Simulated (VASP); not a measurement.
Set up this calculation in VASP 6.6.1, as the native input.

```
Task                   : single point
Functional             : PBE
Potentials or basis    : VASP PAW PBE potentials, release 64 (Li_sv, Cl)
Cutoff                 : 520 eV
k mesh                 : 4 × 4 × 4
Occupations            : gaussian, width 0.02 eV
Spin                   : no spin polarisation
Dipole correction      : no
Further INCAR settings : ALGO = Normal; EDIFF = 1e-07; NBANDS = 36
```

The structure of LiCl lies in POSCAR:

```
LiCl
1.0
   -3.7489058348      3.7489058348      4.9064479682
    3.7489058348     -3.7489058348      4.9064479682
    3.7489058348      3.7489058348     -4.9064479682
Li Cl
5 5
Direct
    0.1742358371      0.4318291450      0.0000000000
    0.5681708550      0.5681708550      0.7424066922
    0.0000000000      0.0000000000      0.0000000000
    0.8257641629      0.8257641629      0.2575933078
    0.4318291450      0.1742358371      0.0000000000
    0.3318913001      0.3318913001      0.3105797654
    0.9786884653      0.6681086999      0.0000000000
    0.6681086999      0.9786884653      0.0000000000
    0.0213115347      0.0213115347      0.6894202346
    0.5000000000      0.5000000000      0.0000000000
```

The cell was generated, and may not be a known phase.

One way to write it, as run:

INCAR

```
SYSTEM = LiCl
ALGO = Normal ; EDIFF = 1E-7
ENCUT = 520 ; GGA = PE
ISIF = 2 ; ISMEAR = 0
LASPH = .TRUE. ; LCHARG = .FALSE.
LREAL = .FALSE. ; LWAVE = .FALSE.
NBANDS = 36 ; NELM = 100
PREC = Accurate ; SIGMA = 0.02
```

KPOINTS

```
k-points
0
G
  4 4 4
  0 0 0
```

Potentials or basis: VASP PAW PBE potentials, release 64 (Li_sv, Cl).

Launch:

```bash
$ cat potpaw_PBE.64/Li_sv/POTCAR potpaw_PBE.64/Cl/POTCAR > POTCAR
$ mpirun -np 1 vasp_std > vasp.out
```

It gave:

```json
{"Largest force": "0.009 eV/Å", "Band gap on the k mesh": "5.61 eV (least direct gap 5.62 eV)"}
```

It took 2.8 min on 1 thread of Intel(R) Xeon(R) Platinum 8488C (Sapphire Rapids) (shared host), peak memory 0.42 GiB.
